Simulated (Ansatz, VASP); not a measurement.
## Ta2H: VASP beside Ansatz

Contents of INCAR:

```
SYSTEM = Ta2H
PREC = Accurate
ENCUT = 520
EDIFF = 1E-6
ISMEAR = 1
SIGMA = 0.1
LREAL = .FALSE.
LASPH = .TRUE.
NELM = 100
ALGO = Normal
ISIF = 2
LWAVE = .FALSE.
LCHARG = .TRUE.
GGA = B5
ALDAX = 1.0
AGGAX = 1.0
AGGAC = 1.0
ALDAC = 0.0
LELF = .TRUE.
LVHAR = .TRUE.
NBANDS = 18
```

Contents of KPOINTS:

```
Automatic mesh
0
G
  10 10 6
  0 0 0
```

POSCAR

```
Ta2H
1.0
    2.9190640000      0.0000000000      0.0000000000
    1.1117173487      2.6990774669      0.0000000000
   -0.4934939077     -0.3304516349      4.8476384120
Ta H
2 1
Direct
    0.2336440000      0.2336440000      0.2625630000
    0.7663560000      0.7663560000      0.7374370000
    0.5000000000      0.5000000000      0.0000000000
```

Input for Ansatz:

```yaml
crystal:
  lattice:
    a: 2.919064
    b: 2.919064
    c: 4.883885
    alpha: 95.79937
    beta: 95.79937
    gamma: 67.61383
  atoms:
    - { symbol: Ta, position: [0.233644, 0.233644, 0.262563] }
    - { symbol: Ta, position: [0.766356, 0.766356, 0.737437] }
    - { symbol: H, position: [0.5, 0.5, 0.0] }
kpoints:
  mp_grid:
    grid: [10, 10, 6]
hamiltonian:
  xc: blyp
scf:
  occupations:
    method: cold
    width: 0.1
output:
  stress: true
```

Alike in both runs: task single point; functional BLYP; k mesh 10 × 10 × 6; no spin polarisation.

|  | VASP | Ansatz |
| --- | --- | --- |
| version | VASP 6.6.1 | Ansatz 0.2.0 |
| potentials or method | VASP PAW PBE potentials, release 64 (Ta_pv, H) | plane waves, PAW |
| plane-wave cutoff (eV) | 520 | 420 |
| occupations | methfessel-paxton of order 1, width 0.1 eV | cold, width 0.1 eV |
| valence electrons in the cell | 23 | 27 |

Ansatz gave:

```
pressure (GPa)                                                : 8.9
traceless stress, the component that is largest in VASP (GPa) : 0.35
```

Task: Which values does VASP return?

Result: Pressure (GPa): 10.0; traceless stress, the component that is largest in VASP (GPa): 0.32.

VASP's potentials were made for PBE, not for BLYP. VASP's potentials hold 23 valence electrons a cell and Ansatz's 27, so a difference there can come from the potentials and not from the codes.

Neither program's run includes spin-orbit coupling.
